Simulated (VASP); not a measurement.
Here is a VASP 6.6.1 calculation.

The input INCAR:

```
SYSTEM = NaLiS2
ALGO = Normal
EDIFF = 1E-6
EDIFFG = -0.01
ENCUT = 600
GGA = PE
IBRION = 2
ISIF = 3
ISMEAR = -1
LASPH = .TRUE.
LCHARG = .FALSE.
LREAL = .FALSE.
LWAVE = .FALSE.
NELM = 100
NSW = 60
PREC = Accurate
SIGMA = 0.0747
```

The input KPOINTS:

```
k-points
0
G
  7 7 7
  0 0 0
```

File POSCAR:

```
NaLiS2
1.0
    1.7399590000      3.0136950000      0.0000000000
   -1.7399590000      3.0136950000      0.0000000000
   -1.7399590000      1.0045620000      6.8815890000
Li Na S
1 1 2
Direct
    0.0000000000      0.0000000000      0.0000000000
    0.5000000000      0.0000000000      0.5000000000
    0.2740000000      0.4520000000      0.8220000000
    0.7260000000      0.5480000000      0.1780000000
```

Potentials or basis: VASP PAW PBE potentials, release 64 (Li_sv, Na_pv, S).

The run is started by

```console
$ cat potpaw_PBE.64/Li_sv/POTCAR potpaw_PBE.64/Na_pv/POTCAR potpaw_PBE.64/S/POTCAR > POTCAR
$ mpirun -np 1 vasp_std > vasp.out
```

Problem. What does it give for the relaxed volume?

Solution. 17.61 Å³/atom.

Problem. Predict the space group after relaxing (to 0.1 Å).

Solution. R-3m (No. 166).

Problem. What does it give for the band gap on the k mesh?

Solution. Zero (bands 11 and 12 overlap by 2.45 eV).

Problem. What does it give for the relaxed cell?

Solution. a = 3.255 Å, b = 3.255 Å, c = 7.904 Å, α = 78.12°, β = 90.00°, γ = 60.00°.

Forces on the atoms (eV/Å):
```
Li   0.000  0.000  0.000
Na   0.000  0.000  0.000
S    0.000  0.000 -0.005
S    0.000  0.000  0.005
```

Caveat: the cutoff is under 1.25 times the usual one of these potentials, so pressure, stress and relaxed cells hold a basis-set (Pulay) error.
